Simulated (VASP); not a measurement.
# BN: single point with PBE

The system is BN.

```xyz
4
Lattice="0.0000 -1.8124 -1.8608 -1.8608 0.0000 -1.8608 1.8608 1.8124 -3.7216" Properties=species:S:1:pos:R:3 pbc="T T T"
B    -0.0531    0.0116   -0.0412
B     0.0531   -0.0116   -3.6804
N     0.8761    0.9181   -4.6941
N    -0.8761   -0.9181   -4.6098
```

```json
{
  "Program": "VASP 6.6.1",
  "Task": "single point",
  "Functional": "PBE",
  "Potentials or basis": "VASP PAW PBE potentials, release 64 (B, N)",
  "Cutoff": "520 eV",
  "k mesh": "6 × 6 × 6",
  "Occupations": "gaussian, width 0.05 eV",
  "Spin": "no spin polarisation",
  "Dipole correction": "no",
  "Further INCAR settings": "ALGO = Normal; EDIFF = 1e-06; NBANDS = 16"
}
```

- Pressure: -17.8 GPa
- Largest force: 0.843 eV/Å
- Band gap on the k mesh: 3.93 eV

Forces in eV/Å, atoms in the order of the input:
```
B    0.472 -0.101  0.383
B   -0.496  0.106 -0.369
N    0.659 -0.137  0.508
N   -0.636  0.132 -0.521
```

Stress tensor (GPa, compression positive):
```
-23.48   0.33  -0.60
  0.33  -7.10  -0.17
 -0.60  -0.17 -22.78
```

Levels at points of the mesh, in eV from the valence-band top:
| k point | band 4 | band 5 | band 6 | band 7 | band 8 | band 9 | band 10 | band 11 | band 12 | band 13 |
| --- | --- | --- | --- | --- | --- | --- | --- | --- | --- | --- |
| (0.00, 0.00, 0.00) | -2.17 | -1.81 | -0.33 | -0.26 | 0.00 | 8.20 | 8.26 | 8.38 | 9.04 | 9.21 |
| (0.50, 0.00, 0.00) | -8.54 | -4.97 | -4.88 | -3.77 | -3.76 | 6.80 | 6.84 | 11.57 | 11.90 | 13.39 |
| (0.00, 0.50, 0.00) | -8.42 | -5.33 | -4.90 | -3.52 | -3.49 | 7.10 | 7.33 | 11.62 | 12.79 | 13.10 |
| (0.50, 0.50, 0.50) | -8.44 | -5.30 | -4.98 | -3.50 | -3.49 | 7.15 | 7.31 | 11.72 | 12.61 | 13.10 |
| (0.50, 0.50, 0.00) | -8.84 | -4.67 | -4.66 | -2.18 | -1.83 | 4.33 | 8.81 | 9.01 | 10.00 | 10.50 |
| (0.00, 0.50, 0.50) | -8.85 | -4.68 | -4.65 | -2.18 | -1.82 | 4.31 | 8.72 | 9.01 | 10.05 | 10.51 |
| (0.00, 0.00, 0.50) | -5.40 | -1.44 | -1.41 | -1.08 | -1.03 | 8.42 | 8.54 | 9.63 | 9.84 | 10.09 |
| (0.50, 0.00, 0.50) | -8.47 | -5.02 | -4.98 | -2.27 | -1.76 | 3.93 | 8.36 | 8.92 | 10.02 | 10.44 |

It took 17 s on 1 thread of Intel(R) Xeon(R) 6975P-C (Granite Rapids), on a shared host, peak memory 0.15 GiB.

Caveat: the k points lie up to 0.48 Å⁻¹ apart. A k mesh can miss the band edges.
